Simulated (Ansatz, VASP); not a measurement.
Cd4Se in VASP and in Ansatz

```
Cd Se
1.0
     5.05891    0.00000    0.00000
     0.00000    5.05891    0.00000
     0.00000    0.00000   10.58632
Cd Se
8 2
Direct
  0.00000 0.00000 0.00000
  0.50000 0.50000 0.00000
  0.00000 0.50000 0.48100
  0.50000 0.00000 0.51900
  0.00000 0.00000 0.30400
  0.50000 0.50000 0.30400
  0.50000 0.50000 0.69600
  0.00000 0.00000 0.69600
  0.00000 0.50000 0.16900
  0.50000 0.00000 0.83100
```

Change from the starting cell: species swapped into the Be4B type (P4/nmm, No. 129).

Alike in both runs: task relaxation of cell and atoms; functional PBE; k mesh 3 × 3 × 2; occupations gaussian, width 0.2 eV; no spin polarisation.

|  | VASP | Ansatz |
| --- | --- | --- |
| version | VASP 6.6.1 | Ansatz 0.2.0 |
| potentials or method | VASP PAW PBE potentials, release 64 (Cd, Se), cutoff 600 eV | scalar-relativistic, plane waves, PAW |
| valence electrons in the cell | 108 | 192 |

|  | VASP | Ansatz | Ansatz less VASP |
| --- | --- | --- | --- |
| gap on the k mesh at the Fermi level, each at its own relaxed structure (eV) | none | none | - |
| relaxed volume (Å³/atom) | 26.82 | 26.99 | +0.166 |
| relaxed length of the cell vector where the two differ most in proportion (Å) | 4.365 | 4.379 | +0.0142 |

A gap of «none» marks a metal or a gap that the smearing closes. VASP's potentials hold 108 valence electrons a cell and Ansatz's 192, so a difference there can come from the potentials and not from the codes.

The k mesh is coarse, so the values compare programs but aren't converged.
